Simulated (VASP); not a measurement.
# TiO2 in VASP: a series of runs

The runs below take TiO2 through single point, with r2SCAN.

All numbers are computed with VASP 6.6.1; they aren't measurements. Logs are shortened: lines on timing, memory, paths and dates and some standing lists are left out, and cuts for length are marked.

**1. The cell of the first run**

The structure is tetragonal, space group I4/mmm (No. 139). Conventional cell: a = 3.390 Å, b = 3.390 Å, c = 4.650 Å, α = 90.00°, β = 90.00°, γ = 90.00°. Within 2.7 Å of Ti (site symmetry 4/mmm) lie 8 O at 2.06 Å. Within 2.7 Å of O (site symmetry -4m2) lie 4 Ti at 2.06 Å and 6 O at 2.32 to 2.40 Å.

**2. Single point, r2SCAN (uniaxial x strain -3.0%)**

Input file POSCAR:

```
TiO2
1.0
    0.0000000000      2.3968272579      2.3968272579
    2.3249224402      0.0000000000      2.3968272579
    2.3249224402      2.3968272579      0.0000000000
Ti O
1 2
Direct
    0.0000000000      0.0000000000      0.0000000000
    0.2500000000      0.2500000000      0.2500000000
    0.7500000000      0.7500000000      0.7500000000
```

Input file INCAR.step1:

```
ALGO     = Normal         # electronic algorithm
EDIFF    = 1E-5           # SCF threshold, eV
ENCUT    = 910            # plane-wave cutoff, eV
GGA      = PE             # functional
GGA_COMPAT= F            
ISMEAR   = 0              # smearing method
LASPH    = T              # aspherical terms in the spheres
LCHARG   = F              # write CHGCAR
LREAL    = F              # projectors in reciprocal space
LWAVE    = T              # write WAVECAR
NBANDS   = 19             # bands
NELM     = 120            # most SCF steps
PREC     = Accurate       # precision mode
SIGMA    = 0.01           # smearing width, eV
```

Input file INCAR.step2:

```
ALGO     = Normal         # electronic algorithm
EDIFF    = 1E-6           # SCF threshold, eV
ENCUT    = 910            # plane-wave cutoff, eV
GGA_COMPAT= F            
ISIF     = 2              # what is computed and relaxed
ISMEAR   = 0              # smearing method
ISTART   = 1            
LASPH    = T              # aspherical terms in the spheres
LCHARG   = F              # write CHGCAR
LMIXTAU  = T            
LREAL    = F              # projectors in reciprocal space
LWAVE    = F              # write WAVECAR
METAGGA  = R2SCAN         # meta-GGA
NBANDS   = 19             # bands
NELM     = 120            # most SCF steps
PREC     = Accurate       # precision mode
SIGMA    = 0.01           # smearing width, eV
```

Input file KPOINTS:

```
k-points
0
Gamma
  10 10 10
```

Potentials or basis: VASP PAW PBE potentials, release 64 (Ti_sv, O_h).

Command:

```sh
> cat potpaw_PBE.64/Ti_sv/POTCAR potpaw_PBE.64/O_h/POTCAR > POTCAR
> cp INCAR.step1 INCAR
> mpirun -np 1 vasp_std > vasp.out
> cp INCAR.step2 INCAR
> mpirun -np 1 vasp_std > vasp.out
```

OUTCAR:

```text
EDIFF = 1E-6
   ENCUT = 910
   ISIF = 2
   ISMEAR = 0
   ISTART = 1
   LASPH = T
   LREAL = F
   METAGGA = R2SCAN
   NELM = 120
   PREC = Accurate

 ion  position               nearest neighbor table
   1  0.000  0.000  0.000-   3 2.06   3 2.06   3 2.06   2 2.06   3 2.06   2 2.06   2 2.06   2 2.06

   2  0.250  0.250  0.250-   1 2.06   1 2.06   1 2.06   1 2.06
   3  0.750  0.750  0.750-   1 2.06   1 2.06   1 2.06   1 2.06

  LATTYP: Found a body centered tetragonal cell.
 ALAT       =     3.3896256148
 C/A-ratio  =     1.3717871555

  Lattice vectors:

 A1 = (  -2.3249224402,   0.0000000000,  -2.3968272579)
 A2 = (  -2.3249224402,   0.0000000000,   2.3968272579)
 A3 = (   2.3249224402,   2.3968272579,   0.0000000000)

Analysis of symmetry for initial positions (statically):
=====================================================================
 Subroutine PRICEL returns:
 Original cell was already a primitive cell.

 Routine SETGRP: Setting up the symmetry group for a
 body centered tetragonal supercell.

 Subroutine GETGRP returns: Found 16 space group operations
 (whereof 16 operations were pure point group operations)
 out of a pool of 16 trial point group operations.

The static configuration has the point symmetry D_4h.

Analysis of symmetry for dynamics (positions and initial velocities):
=====================================================================
 Subroutine PRICEL returns:
 Original cell was already a primitive cell.

 Routine SETGRP: Setting up the symmetry group for a
 body centered tetragonal supercell.

 Subroutine GETGRP returns: Found 16 space group operations
 (whereof 16 operations were pure point group operations)
 out of a pool of 16 trial point group operations.

The dynamic configuration has the point symmetry D_4h.

 Subroutine INISYM returns: Found 16 space group operations
 (whereof 16 operations are pure point group operations),
 and found     1 'primitive' translations

----------------------------------------------------------------------------------------

                                     Primitive cell

  volume of cell :      26.7123

  direct lattice vectors                    reciprocal lattice vectors
     0.000000000  2.396827258  2.396827258    -0.215060938  0.208609110  0.208609110
     2.324922440  0.000000000  2.396827258     0.215060938 -0.208609110  0.208609110
     2.324922440  2.396827258  0.000000000     0.215060938  0.208609110 -0.208609110

  length of vectors
     3.389625615  3.339168348  3.339168348     0.365084549  0.365084549  0.365084549

  position of ions in fractional coordinates (direct lattice)
     0.000000000  0.000000000  0.000000000
     0.250000000  0.250000000  0.250000000
     0.750000000  0.750000000  0.750000000

  ion indices of the primitive-cell ions
   primitive index   ion index
                 1           1
                 2           2
                 3           3

----------------------------------------------------------------------------------------

 KPOINTS: k-points

Automatic generation of k-mesh.
 Grid dimensions read from file:
 generate k-points for:   10   10   10

 Generating k-lattice:

  Cartesian coordinates                     Fractional coordinates (reciprocal lattice)
    -0.021506094  0.020860911  0.020860911     0.100000000  0.000000000  0.000000000
     0.021506094 -0.020860911  0.020860911     0.000000000  0.100000000  0.000000000
     0.021506094  0.020860911 -0.020860911     0.000000000  0.000000000  0.100000000

  Length of vectors
     0.036508455  0.036508455  0.036508455

  Shift w.r.t. Gamma in fractional coordinates (k-lattice)
     0.000000000  0.000000000  0.000000000

 Subroutine IBZKPT returns following result:
 ===========================================

 Found    102 irreducible k-points:

 Following reciprocal coordinates:
            Coordinates               Weight
  0.000000  0.000000  0.000000      1.000000
  0.100000  0.000000  0.000000      8.000000
  0.200000  0.000000  0.000000      8.000000
  0.300000  0.000000  0.000000      8.000000
  0.400000  0.000000  0.000000      8.000000
  0.500000  0.000000  0.000000      4.000000
[... 16 lines left out ...]
  0.300000  0.300000  0.000000      4.000000
  0.400000  0.300000 -0.000000     16.000000
 [... further k-points ...]
   k-points           NKPTS =    102   k-points in BZ     NKDIM =    102   number of bands    NBANDS=     19
   number of dos      NEDOS =    301   number of ions     NIONS =      3
   total plane-waves  NPLWV =  46656
   dimension x,y,z NGX =    36 NGY =   36 NGZ =   36
   dimension x,y,z NGXF=    72 NGYF=   72 NGZF=   72
   ions per type =               1   2
   NGX,Y,Z   is equivalent  to a cutoff of  17.66, 17.92, 17.92 a.u.
   NGXF,Y,Z  is equivalent  to a cutoff of  35.31, 35.85, 35.85 a.u.
 SYSTEM =  unknown system
   PREC   = accura    normal or accurate (medium, high low for compatibility)
   ISTART =      1    job   : 0-new  1-cont  2-samecut
   ICHARG =      0    charge: 1-file 2-atom 10-const
   ISPIN  =      1    spin polarized calculation?
   LNONCOLLINEAR =      F non collinear calculations
   LSORBIT =      F    spin-orbit coupling
   LASPH  =      T    aspherical Exc in radial PAW
   ENCUT  =  910.0 eV  66.88 Ry    8.18 a.u.   8.34  8.21  8.21*2*pi/ulx,y,z
   NELM   =    120;   NELMIN=  2; NELMDL=  0     # of ELM steps
   EDIFF  = 0.1E-05   stopping-criterion for ELM
   LREAL  =      F    real-space projection
   EDIFFG = 0.1E-04   stopping-criterion for IOM
   NSW    =      0    number of steps for IOM
   IBRION =     -1    ionic relax: 0-MD 1-quasi-New 2-CG
   NFREE  =      0    steps in history (QN), initial steepest desc. (CG)
   ISIF   =      2    stress and relaxation
   ISYM   =      2    0-nonsym 1-usesym 2-fastsym
   POTIM  = 0.5000    time-step for ionic-motion
   TEBEG  =    0.0;   TEEND  =   0.0 temperature during run
   PSTRESS=    0.0 pullay stress
   NELECT =      24.0000    total number of electrons
   NUPDOWN=      -1.0000    fix difference up-down
   EMIN   =  10.00;   EMAX   =-10.00  energy-range for DOS
   EFERMI =   0.00;   METHOD = LEGACY
   ISMEAR =     0;   SIGMA  =   0.01  broadening in eV -4-tet -1-fermi 0-gaus
   EFERMI_NEDOS =   21; number of points for ismear=-14 and -15
   IALGO  =     38    algorithm
   IMIX   =      4    mixing-type and parameters
     AMIX     =   0.40;   BMIX     =  1.00
     AMIX_MAG =   1.60;   BMIX_MAG =  1.00
  volume/ion in A,a.u.               =       8.90        60.09
  Fermi-wavevector in a.u.,A,eV,Ry     =   1.579700  2.985200 33.952684  2.495452
  Thomas-Fermi vector in A             =   2.680040
   LORBIT       =      0    0 simple, 1 ext, 2 COOP (PROOUT), +10 PAW based schemes
   METAGGA = R2SCAN    functional components
   LHFCALC =     F    Hartree Fock is set to
   AEXX    =    0.0000 exact exchange contribution
   IVDW    =     0    specifies the selected vdW correction
   LEPSILON=     F    determine dielectric tensor
   LRPA    =     F    only Hartree local field effects (RPA)
 non-spin polarized calculation
 Gauss-broadening in eV      SIGMA  =   0.01
  energy-cutoff  :      910.00
  volume of cell :       26.71
 maximum number of plane-waves:      1684
 NGX is ok and might be reduce to    36
   NGX = 17   NGY = 17   NGZ = 17

 number of electron      24.0000002 magnetization

 Free energy of the ion-electron system (eV)
  ---------------------------------------------------
  ext. energy  EPLUGINS =         0.00000000
  ---------------------------------------------------
  free energy    TOTEN  =       -34.06123523 eV

  energy without entropy =      -34.06123523  energy(sigma->0) =      -34.06123523

 E-fermi :   8.5120     XC(G=0): -13.2517

 val. band max:        8.3570964690   @ k =   0.0000   0.5000   0.5000
 cond. band min:       9.5981743375   @ k =   0.0000   0.0000   0.0000
 fundamental gap:      1.2410778685
 Fermi energy:         8.5120121082

 k-point     1 :       0.0000    0.0000    0.0000
  band No.  band energies     occupation
      1     -51.8302      2.00000
      2     -26.8702      2.00000
      3     -26.8657      2.00000
      4     -26.8657      2.00000
      5     -12.8922      2.00000
      6      -8.8783      2.00000
[... 11 lines left out ...]
     18      16.6243      0.00000
     19      23.2954      0.00000

 k-point     2 :       0.1000    0.0000    0.0000
  band No.  band energies     occupation
      1     -51.8276      2.00000
      2     -26.8975      2.00000
      3     -26.8714      2.00000
      4     -26.8694      2.00000
      5     -12.7637      2.00000
      6      -9.0325      2.00000
[... 11 lines left out ...]
     18      16.9749      0.00000
     19      23.2997      0.00000

 k-point     3 :       0.2000    0.0000    0.0000
  band No.  band energies     occupation
      1     -51.8206      2.00000
      2     -26.9748      2.00000
      3     -26.8795      2.00000
      4     -26.8793      2.00000
      5     -12.4141      2.00000
      6      -9.4151      2.00000
[... 11 lines left out ...]
     18      17.8718      0.00000
     19      23.2374      0.00000

 k-point     4 :       0.3000    0.0000    0.0000
  band No.  band energies     occupation
      1     -51.8120      2.00000
      2     -27.0683      2.00000
      3     -26.8914      2.00000
      4     -26.8892      2.00000
      5     -11.9416      2.00000
      6      -9.8682      2.00000
[... 407 lines left out ...]
     18      19.0114      0.00000
     19      23.6633      0.00000

 k-point    23 :       0.3000    0.3000    0.0000
  band No.  band energies     occupation
      1     -51.8066      2.00000
      2     -27.0810      2.00000
      3     -26.9297      2.00000
      4     -26.9158      2.00000
      5     -11.6518      2.00000
      6      -9.9994      2.00000
[... 11 lines left out ...]
     18      18.8466      0.00000
     19      23.3442      0.00000

 k-point    24 :       0.4000    0.3000   -0.0000
  band No.  band energies     occupation
      1     -51.8011      2.00000
      2     -27.1218      2.00000
      3     -26.9478      2.00000
      4     -26.9289      2.00000
      5     -11.3191      2.00000
      6     -10.2264      2.00000
[... 11 lines left out ...]
     18      19.4891      0.00000
     19      23.6732      0.00000

 [... further k-points ...]

------------------------ aborting loop because EDIFF is reached ----------------------------------------

  FORCE on cell =-STRESS in cart. coord.  units (eV):
  Direction    XX          YY          ZZ          XY          YZ          ZX
  --------------------------------------------------------------------------------------
  -------------------------------------------------------------------------------------
  Total        3.7893763      0.7040566      0.7040566     -0.0000000      0.0000000      0.0000000
  in kB      227.2827025     42.2285543     42.2285543     -0.0000000      0.0000000      0.0000000
  external PRESSURE =     103.9132703 kB  Pullay stress =       0.0000000 kB

 VOLUME and BASIS-vectors are now :
 -----------------------------------------------------------------------------
  energy-cutoff  :      910.00
  volume of cell :       26.71
      direct lattice vectors                 reciprocal lattice vectors
     0.000000000  2.396827258  2.396827258    -0.215060938  0.208609110  0.208609110
     2.324922440  0.000000000  2.396827258     0.215060938 -0.208609110  0.208609110
     2.324922440  2.396827258  0.000000000     0.215060938  0.208609110 -0.208609110

 POSITION                                       TOTAL-FORCE (eV/Angst)
 -----------------------------------------------------------------------------------
      0.00000      0.00000      0.00000         0.000000     -0.000000     -0.000000
      1.16246      1.19841      1.19841        -0.000000      0.000000      0.000000
      3.48738      3.59524      3.59524         0.000000     -0.000000     -0.000000
 -----------------------------------------------------------------------------------
    total drift:                                0.000000      0.000000      0.000000

  FREE ENERGIE OF THE ION-ELECTRON SYSTEM (eV)
  ---------------------------------------------------
  free  energy   TOTEN  =       -34.0612352268 eV

  energy  without entropy=      -34.0612352268  energy(sigma->0) =      -34.06123523
```

It took 6.7 min on 1 thread of AMD EPYC 9R45 (Zen 5), shared host; peak memory 0.26 GiB.

Results:

```
Free energy            : -34.0612 eV
Pressure               : 10.4 GPa
Band gap on the k mesh : 1.24 eV (least direct gap 2.08 eV)
```

Caveat: the cell differs from its parent crystal (uniaxial x strain -3.0%); the cutoff is under 1.25 times the usual one of these potentials, so pressure, stress and relaxed cells hold a basis-set (Pulay) error; the cell stands under pressure; the PAW data sets were made with another functional, which shifts forces and pressure a little. A k mesh can miss the band edges.

(Continued in part 2 of 2.)
